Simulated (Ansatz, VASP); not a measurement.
# Two plane-wave programs on Te2Mo

File INCAR:

```
SYSTEM = Te2Mo
  ALGO = Normal
  EDIFF = 1E-7
  ENCUT = 520
  GGA = PE
  ISIF = 2
  ISMEAR = -1
  LASPH = .True.
  LCHARG = .True.
  LELF = .True.
  LREAL = .False.
  LVHAR = .True.
  LWAVE = .False.
  NBANDS = 35
  NELM = 60
  PREC = Accurate
  SIGMA = 0.1
```

The input KPOINTS:

```
k-points
0
Gamma
  8 8 2
  0 0 0
```

Contents of POSCAR:

```
Te2Mo
1.0
    3.5415000168      0.0000000000      0.0000000000
   -1.7707500084      3.0670294092      0.0000000000
    0.0000000000      0.0000000000     14.0661430943
Te Mo
4 2
Direct
    0.3333333333      0.6666666667      0.6210000000
    0.6666666667      0.3333333333      0.1210000000
    0.3333333333      0.6666666667      0.8790000000
    0.6666666667      0.3333333333      0.3790000000
    0.3333333333      0.6666666667      0.2500000000
    0.6666666667      0.3333333333      0.7500000000
```

Input for Ansatz:

```yaml
crystal:
  lattice:
    - [3.54150001677439, 0.0, 0.0]
    - [-1.770750008387195, 3.06702940924594, 0.0]
    - [0.0, 0.0, 14.066143094309195]
  atoms:
    - { symbol: Te, position: [0.3333333333333333, 0.6666666666666666, 0.621] }
    - { symbol: Te, position: [0.6666666666666666, 0.3333333333333333, 0.121] }
    - { symbol: Te, position: [0.3333333333333333, 0.6666666666666666, 0.879] }
    - { symbol: Te, position: [0.6666666666666666, 0.3333333333333333, 0.379] }
    - { symbol: Mo, position: [0.3333333333333333, 0.6666666666666666, 0.25] }
    - { symbol: Mo, position: [0.6666666666666666, 0.3333333333333333, 0.75] }
basis:
  ecutwfc: 550.0
kpoints:
  mp_grid:
    grid: [8, 8, 2]
hamiltonian:
  xc: pbe
scf:
  occupations:
    method: fermi_dirac
    width: 0.1
output:
  stress: true
```

Alike in both runs: task single point; functional PBE; k mesh 8 × 8 × 2; occupations fermi-dirac, width 0.1 eV; no spin polarisation.

```csv
,VASP,Ansatz
version,VASP 6.6.1,Ansatz 0.2.0
potentials or method,"VASP PAW PBE potentials, release 64 (Te, Mo_sv), cutoff 520 eV","plane waves, PAW"
valence electrons in the cell,52,92
```

Ansatz gave:

```
pressure (GPa)                                                : 0.9
traceless stress, the component that is largest in VASP (GPa) : 0.11
```

**Question.** Which values does VASP return?

**Answer.** Pressure (GPa): 0.9; traceless stress, the component that is largest in VASP (GPa): 0.17.

VASP's potentials hold 52 valence electrons a cell and Ansatz's 92, so a difference there can come from the potentials and not from the codes.

Spin-orbit coupling is off throughout.
